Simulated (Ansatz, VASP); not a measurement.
# One calculation of Cs, two programs

```
CELL_PARAMETERS angstrom
-3.02500 3.02500 3.02500
3.02500 -3.02500 3.02500
3.02500 3.02500 -3.02500
ATOMIC_POSITIONS crystal
Cs 0.00000 0.00000 0.00000
```

Alike in both runs: task single point; functional PBE; k mesh 10 × 10 × 10; occupations gaussian, width 0.05 eV; no spin polarisation.

|  | VASP | Ansatz |
| --- | --- | --- |
| version | VASP 6.6.1 | Ansatz 0.2.0 |
| potentials or method | VASP PAW PBE potentials, release 64 (Cs_sv), cutoff 520 eV | scalar-relativistic, plane waves, PAW |
| valence electrons in the cell | 9 | 9 |

|  | VASP | Ansatz | Ansatz less VASP |
| --- | --- | --- | --- |
| gap on the k mesh at the Fermi level (eV) | none | none | - |
| pressure (GPa) | 0.1 | 0.1 | +0.01 |

A gap of «none» marks a metal or a gap that the smearing closes. With one functional, cell and mesh, what is left measures potentials, basis and numerics.

Neither program's run includes spin-orbit coupling.
